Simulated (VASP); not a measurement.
# Fe (Im-3m) in VASP: notebook

Runs on Fe. Level: r2SCAN50. Tasks: single point.

Program: VASP 6.6.1. These are calculated values, not measurements. Logs are shortened: lines on timing, memory, paths and dates and some standing lists are left out, and cuts for length are marked.

## 1. The cell of the first run

Symmetry: Im-3m, No. 229, cubic system. The conventional cell has a = 2.827 Å, b = 2.827 Å, c = 2.827 Å, α = 90.00°, β = 90.00°, γ = 90.00°. Fe (site symmetry m-3m) has 14 Fe at 2.45 to 2.83 Å within 3.2 Å.

## 2. Single point, r2SCAN50, collinear spin, ferromagnetic start

Contents of POSCAR:

```
Fe
1.0
   -1.4135427549      1.4135427549      1.4135427549
    1.4135427549     -1.4135427549      1.4135427549
    1.4135427549      1.4135427549     -1.4135427549
Fe
1
Direct
    0.0000000000      0.0000000000      0.0000000000
```

Contents of INCAR.step1:

```
PREC     = Accurate       # precision mode
ENCUT    = 520            # plane-wave cutoff, eV
EDIFF    = 1E-5           # SCF threshold, eV
ISMEAR   = -1             # smearing method
SIGMA    = 0.05           # smearing width, eV
LREAL    = F              # projectors in reciprocal space
LASPH    = T              # aspherical terms in the spheres
NELM     = 150            # most SCF steps
ALGO     = Normal         # electronic algorithm
ISIF     = 2              # what is computed and relaxed
LWAVE    = T              # write WAVECAR
ISPIN    = 2              # spin polarisation
MAGMOM   = 3              # initial moments
LORBIT   = 11             # projections on sites
LMAXMIX  = 4              # l up to which the mixer works
NBANDS   = 14             # bands
GGA      = PE             # functional
```

Contents of INCAR.step2:

```
PREC     = Accurate       # precision mode
ENCUT    = 520            # plane-wave cutoff, eV
EDIFF    = 1E-6           # SCF threshold, eV
ISMEAR   = -1             # smearing method
SIGMA    = 0.05           # smearing width, eV
LREAL    = F              # projectors in reciprocal space
LASPH    = T              # aspherical terms in the spheres
NELM     = 150            # most SCF steps
ALGO     = Normal         # electronic algorithm
ISIF     = 2              # what is computed and relaxed
LWAVE    = F              # write WAVECAR
LCHARG   = T              # write CHGCAR
ISPIN    = 2              # spin polarisation
MAGMOM   = 3              # initial moments
LORBIT   = 11             # projections on sites
LMAXMIX  = 4              # l up to which the mixer works
METAGGA  = R2SCAN         # meta-GGA
LHFCALC  = T              # exact exchange
AEXX     = 0.5            # exact-exchange fraction
LMIXTAU  = T            
PRECFOCK = Normal       
LELF     = T              # ELF
LVHAR    = T            
NBANDS   = 14             # bands
ISTART   = 1
```

Contents of KPOINTS:

```
regular mesh
0
Gamma
  7 7 7
```

Potentials or basis: VASP PAW PBE potentials, release 64 (Fe).

Launch:

```
$ cat potpaw_PBE.64/Fe/POTCAR > POTCAR
$ cp INCAR.step1 INCAR
$ mpirun -np 1 vasp_std > vasp.out
$ cp INCAR.step2 INCAR
$ mpirun -np 1 vasp_std > vasp.out
```

OUTCAR:

```text
PREC = Accurate
   ENCUT = 520
   EDIFF = 1E-6
   ISMEAR = -1
   LREAL = F
   LASPH = T
   NELM = 150
   ISIF = 2
   ISPIN = 2
   LORBIT = 11
   METAGGA = R2SCAN
   LHFCALC = T
   AEXX = 0.5
   PRECFOCK = Normal
   ISTART = 1

 ion  position               nearest neighbor table
   1  0.000  0.000  0.000-

  LATTYP: Found a body centered cubic cell.
 ALAT       =     2.8270855098

  Lattice vectors:

 A1 = (  -1.4135427549,   1.4135427549,   1.4135427549)
 A2 = (   1.4135427549,  -1.4135427549,   1.4135427549)
 A3 = (   1.4135427549,   1.4135427549,  -1.4135427549)

Analysis of symmetry for initial positions (statically):
=====================================================================
 Subroutine PRICEL returns:
 Original cell was already a primitive cell.

 Routine SETGRP: Setting up the symmetry group for a
 body centered cubic supercell.

 Subroutine GETGRP returns: Found 48 space group operations
 (whereof 48 operations were pure point group operations)
 out of a pool of 48 trial point group operations.

The static configuration has the point symmetry O_h .

Analysis of symmetry for dynamics (positions and initial velocities):
=====================================================================
 Subroutine PRICEL returns:
 Original cell was already a primitive cell.

 Routine SETGRP: Setting up the symmetry group for a
 body centered cubic supercell.

 Subroutine GETGRP returns: Found 48 space group operations
 (whereof 48 operations were pure point group operations)
 out of a pool of 48 trial point group operations.

The dynamic configuration has the point symmetry O_h .

Analysis of structural, dynamic, and magnetic symmetry:
=====================================================================
 Subroutine PRICEL returns:
 Original cell was already a primitive cell.

 Routine SETGRP: Setting up the symmetry group for a
 body centered cubic supercell.

 Subroutine GETGRP returns: Found 48 space group operations
 (whereof 48 operations were pure point group operations)
 out of a pool of 48 trial point group operations.

The overall configuration has the point symmetry O_h .

 Subroutine INISYM returns: Found 48 space group operations
 (whereof 48 operations are pure point group operations),
 and found     1 'primitive' translations

----------------------------------------------------------------------------------------

                                     Primitive cell

  volume of cell :      11.2976

  direct lattice vectors                    reciprocal lattice vectors
    -1.413542755  1.413542755  1.413542755     0.000000000  0.353721172  0.353721172
     1.413542755 -1.413542755  1.413542755     0.353721172  0.000000000  0.353721172
     1.413542755  1.413542755 -1.413542755     0.353721172  0.353721172  0.000000000

  length of vectors
     2.448327870  2.448327870  2.448327870     0.500237279  0.500237279  0.500237279

  position of ions in fractional coordinates (direct lattice)
     0.000000000  0.000000000  0.000000000

  ion indices of the primitive-cell ions
   primitive index   ion index
                 1           1

----------------------------------------------------------------------------------------

 KPOINTS: regular mesh

Automatic generation of k-mesh.
 Grid dimensions read from file:
 generate k-points for:    7    7    7

 Generating k-lattice:

  Cartesian coordinates                     Fractional coordinates (reciprocal lattice)
     0.000000000  0.050531596  0.050531596     0.142857143  0.000000000  0.000000000
     0.050531596  0.000000000  0.050531596     0.000000000  0.142857143  0.000000000
     0.050531596  0.050531596  0.000000000     0.000000000  0.000000000  0.142857143

  Length of vectors
     0.071462468  0.071462468  0.071462468

  Shift w.r.t. Gamma in fractional coordinates (k-lattice)
     0.000000000  0.000000000  0.000000000

 Subroutine IBZKPT returns following result:
 ===========================================

 Found     20 irreducible k-points:

 Following reciprocal coordinates:
            Coordinates               Weight
[... 30 lines left out ...]
   ISTART =      1    job   : 0-new  1-cont  2-samecut
   ICHARG =      0    charge: 1-file 2-atom 10-const
   ISPIN  =      2    spin polarized calculation?
   LNONCOLLINEAR =      F non collinear calculations
   LSORBIT =      F    spin-orbit coupling
   LASPH  =      T    aspherical Exc in radial PAW
   ENCUT  =  520.0 eV  38.22 Ry    6.18 a.u.   4.55  4.55  4.55*2*pi/ulx,y,z
   NELM   =    150;   NELMIN=  2; NELMDL=  0     # of ELM steps
   EDIFF  = 0.1E-05   stopping-criterion for ELM
   LREAL  =      F    real-space projection
   EDIFFG = 0.1E-04   stopping-criterion for IOM
   NSW    =      0    number of steps for IOM
   IBRION =     -1    ionic relax: 0-MD 1-quasi-New 2-CG
   NFREE  =      0    steps in history (QN), initial steepest desc. (CG)
   ISIF   =      2    stress and relaxation
   ISYM   =      3    0-nonsym 1-usesym 2-fastsym
   POTIM  = 0.5000    time-step for ionic-motion
   TEBEG  =    0.0;   TEEND  =   0.0 temperature during run
   PSTRESS=    0.0 pullay stress
   NELECT =       8.0000    total number of electrons
   NUPDOWN=      -1.0000    fix difference up-down
   EMIN   =  10.00;   EMAX   =-10.00  energy-range for DOS
   EFERMI =   0.00;   METHOD = LEGACY
   ISMEAR =    -1;   SIGMA  =   0.05  broadening in eV -4-tet -1-fermi 0-gaus
   EFERMI_NEDOS =   21; number of points for ismear=-14 and -15
   IALGO  =     38    algorithm
   IMIX   =      1    mixing-type and parameters
     AMIX     =   0.40;   BMIX     =  1.00
     AMIX_MAG =   1.60;   BMIX_MAG =  1.00
  volume/ion in A,a.u.               =      11.30        76.24
  Fermi-wavevector in a.u.,A,eV,Ry     =   1.459181  2.757453 28.969656  2.129210
  Thomas-Fermi vector in A             =   2.575778
   LORBIT       =     11    0 simple, 1 ext, 2 COOP (PROOUT), +10 PAW based schemes
   METAGGA = R2SCAN    functional components
   LHFCALC =     T    Hartree Fock is set to
   PRECFOCK=normal    Normal, Fast or Accurate (Low or Medium for compatibility)
   ENCUT4O =  -1.0   cutoff for four orbital integrals eV
   NKREDX  =     1    reduce k-point grid by
   NKREDY  =     1    reduce k-point grid by
   NKREDZ  =     1    reduce k-point grid by
   AEXX    =    0.5000 exact exchange contribution
   HFSCREEN=    0.0000 screening length (either q_TF or 0.3 A-1)
   HFSCREENC=   0.0000 screening length for correlation (either q_TF or 0.3 A-1)
   ENCUTFOCK=  -1.0 apply spherical cutoff to Coloumb kernel
   IVDW    =     0    specifies the selected vdW correction
   LEPSILON=     F    determine dielectric tensor
   LRPA    =     F    only Hartree local field effects (RPA)
 spin polarized calculation
  energy-cutoff  :      520.00
  volume of cell :       11.30
 maximum number of plane-waves:       321
 NGX is ok and might be reduce to    18
  NGX = 14; NGY = 14; NGZ = 14

 number of electron       8.0000009 magnetization       2.8910128

 Free energy of the ion-electron system (eV)
  ---------------------------------------------------
  ext. energy  EPLUGINS =         0.00000000
  ---------------------------------------------------
  free energy    TOTEN  =       -21.02344605 eV

  energy without entropy =      -21.02283167  energy(sigma->0) =      -21.02313886

 E-fermi :   6.8902     XC(G=0):  -7.8141

 val. band max:        5.9453665501   @ k =   0.1429   0.1429   0.0000
 cond. band min:       7.0474681942   @ k =  -0.2857   0.2857   0.1429
 fundamental gap:      1.1021016441
 Fermi energy:         6.8902013351

 spin component 1

 k-point     1 :       0.0000    0.0000    0.0000
  band No.  band energies     occupation
      1      -5.5367      1.00000
      2      -2.8175      1.00000
      3      -2.8173      1.00000
      4      -2.8173      1.00000
      5      -1.5394      1.00000
      6      -1.5394      1.00000
      7      34.6235      0.00000
      8      34.6236      0.00000
      9      34.6236      0.00000
     10      39.8514      0.00000
     11      39.8514      0.00000
     12      42.2057      0.00000
     13      42.2057      0.00000
     14      42.2063      0.00000
[... 308 lines left out ...]
  band No.  band energies     occupation
      1      -4.7741      1.00000
      2      -4.7037      1.00000
      3      -0.5474      1.00000
      4      -0.5472      1.00000
      5      -0.3993      1.00000
      6      15.6189      0.00000
      7      19.3575      0.00000
      8      19.3577      0.00000
      9      24.2066      0.00000
     10      25.9650      0.00000
     11      32.1403      0.00000
     12      48.5804      0.00000
     13      54.1789      0.00000
     14      54.1789      0.00000
 Fermi energy:         6.8902013351

 spin component 2

 k-point     1 :       0.0000    0.0000    0.0000
  band No.  band energies     occupation
      1      -7.4198      1.00000
      2       9.0385      0.00000
      3       9.0385      0.00000
      4       9.0386      0.00000
      5      13.1620      0.00000
      6      13.1621      0.00000
      7      33.6411      0.00000
      8      33.6411      0.00000
      9      33.6411      0.00000
     10      40.6456      0.00000
     11      40.6456      0.00000
     12      44.5776      0.00000
     13      44.5777      0.00000
     14      44.5777      0.00000
[... 309 lines left out ...]
      1       1.9763      1.00000
      2       2.4212      1.00000
      3      12.1698      0.00000
      4      12.1699      0.00000
      5      12.9672      0.00000
      6      16.5500      0.00000
      7      19.5219      0.00000
      8      19.5219      0.00000
      9      28.0065      0.00000
     10      28.7014      0.00000
     11      33.6708      0.00000
     12      49.1899      0.00000
     13      55.5292      0.00000
     14      55.5292      0.00000

------------------------ aborting loop because EDIFF is reached ----------------------------------------

  FORCE on cell =-STRESS in cart. coord.  units (eV):
  Direction    XX          YY          ZZ          XY          YZ          ZX
  --------------------------------------------------------------------------------------
  -------------------------------------------------------------------------------------
  Total        1.5344122      1.5344122      1.5344122      0.0000000     -0.0000000      0.0000000
  in kB      217.6034547    217.6034547    217.6034547      0.0000000     -0.0000000      0.0000000
  external PRESSURE =     217.6034547 kB  Pullay stress =       0.0000000 kB

 VOLUME and BASIS-vectors are now :
 -----------------------------------------------------------------------------
  energy-cutoff  :      520.00
  volume of cell :       11.30
      direct lattice vectors                 reciprocal lattice vectors
    -1.413542755  1.413542755  1.413542755     0.000000000  0.353721172  0.353721172
     1.413542755 -1.413542755  1.413542755     0.353721172  0.000000000  0.353721172
     1.413542755  1.413542755 -1.413542755     0.353721172  0.353721172  0.000000000

 POSITION                                       TOTAL-FORCE (eV/Angst)
 -----------------------------------------------------------------------------------
      0.00000      0.00000      0.00000         0.000000     -0.000000      0.000000
 -----------------------------------------------------------------------------------
    total drift:                                0.000000     -0.000000      0.000000

  FREE ENERGIE OF THE ION-ELECTRON SYSTEM (eV)
  ---------------------------------------------------
  free  energy   TOTEN  =       -21.0234460488 eV

  energy  without entropy=      -21.0228316689  energy(sigma->0) =      -21.02313886

 total charge

# of ion       s       p       d       tot
------------------------------------------
    1        0.528   0.638   6.179   7.345

 magnetization (x)

# of ion       s       p       d       tot
------------------------------------------
    1       -0.048  -0.232   3.248   2.967
```

It took 52 min on 1 thread of Oxide Virtual Turin-like, shared host; peak memory 0.11 GiB.

Results:

- Free energy: -21.0234 eV
- Pressure: 21.8 GPa
- Net moment: 2.89 μB per cell
- Site moments: Fe +2.97 μB
- Valence electrons inside the program's atomic spheres: Fe 7.34

Levels at points of the mesh, in eV from the Fermi level:
Spin up:
| k point | band 3 | band 4 | band 5 | band 6 | band 7 | band 8 |
| --- | --- | --- | --- | --- | --- | --- |
| (0.00, 0.00, 0.00) | -9.71 | -9.71 | -8.43 | -8.43 | 27.73 | 27.73 |
Spin down:
```csv
k point,band 1,band 2,band 3,band 4,band 5,band 6
"(0.00, 0.00, 0.00)",-14.31,2.15,2.15,2.15,6.27,6.27
```

Caveat: the k points lie up to 0.45 Å⁻¹ apart; the PAW data sets were made with another functional, which shifts forces and pressure a little.

(Continued in part 2 of 2.)
